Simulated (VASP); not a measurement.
Set up this calculation in VASP 6.6.1, as the native input.

| Quantity | Value |
| --- | --- |
| Task | single point |
| Functional | PBE-based global hybrid with 40 % exact exchange |
| Potentials or basis | VASP PAW PBE potentials, release 64 (Pb_d, Se) |
| Cutoff | 520 eV |
| k mesh | 4 × 4 × 4 |
| Occupations | gaussian, width 0.01 eV |
| Spin | no spin polarisation |
| Dipole correction | no |
| Grid for exact exchange (PRECFOCK) | Normal |
| Share of exact exchange | 0.4 |
| Further INCAR settings | ALGO = Normal; EDIFF = 1e-07; NBANDS = 17 |

The system is PbSe.

```xyz
2
Lattice="0.0000 3.4232 3.4232 3.4232 0.0000 3.4232 3.4232 3.4232 0.0000" Properties=species:S:1:pos:R:3 pbc="T T T"
Pb    0.0000    0.0000    0.0000
Se    1.7116    1.7116    1.7116
```

These files were run (other wordings do the same):

POSCAR

```
PbSe
1.0
    0.0000000000      3.4232041310      3.4232041310
    3.4232041310      0.0000000000      3.4232041310
    3.4232041310      3.4232041310      0.0000000000
Pb Se
1 1
Direct
    0.0000000000      0.0000000000      0.0000000000
    0.2500000000      0.2500000000      0.2500000000
```

INCAR.step1

```
SYSTEM = PbSe
PREC = Accurate
ENCUT = 520
EDIFF = 1E-5
ISMEAR = 0
SIGMA = 0.01
LREAL = .False.
LASPH = .True.
NELM = 80
ALGO = Normal
ISIF = 2
LWAVE = .True.
LCHARG = .False.
GGA = PE
NBANDS = 17
```

INCAR.step2

```
SYSTEM = PbSe
PREC = Accurate
ENCUT = 520
EDIFF = 1E-7
ISMEAR = 0
SIGMA = 0.01
LREAL = .False.
LASPH = .True.
NELM = 80
ALGO = Normal
ISIF = 2
LWAVE = .False.
LCHARG = .False.
GGA = PE
LHFCALC = .True.
AEXX = 0.4
PRECFOCK = Normal
ISTART = 1
NBANDS = 17
```

KPOINTS

```
Automatic mesh
0
Gamma
  4 4 4
  0 0 0
```

Potentials or basis: VASP PAW PBE potentials, release 64 (Pb_d, Se).

Launch:

```console
$ cat potpaw_PBE.64/Pb_d/POTCAR potpaw_PBE.64/Se/POTCAR > POTCAR
$ cp INCAR.step1 INCAR
$ mpirun -np 1 vasp_std > vasp.out
$ cp INCAR.step2 INCAR
$ mpirun -np 1 vasp_std > vasp.out
```

Results of the run:

The pressure is -0.4 GPa. The band gap on the k mesh is 2.44 eV (least direct gap 3.09 eV).

Caveat: the structure was generated, so it needn't be the stable form of PbSe; the PAW data sets were made with another functional, which shifts forces and pressure a little; spin-orbit coupling is left out, which moves the levels of the heavy elements.

Run time: 15 min on 1 thread of Intel(R) Xeon(R) Platinum 8488C (Sapphire Rapids), on a shared host, peak memory 0.23 GiB.
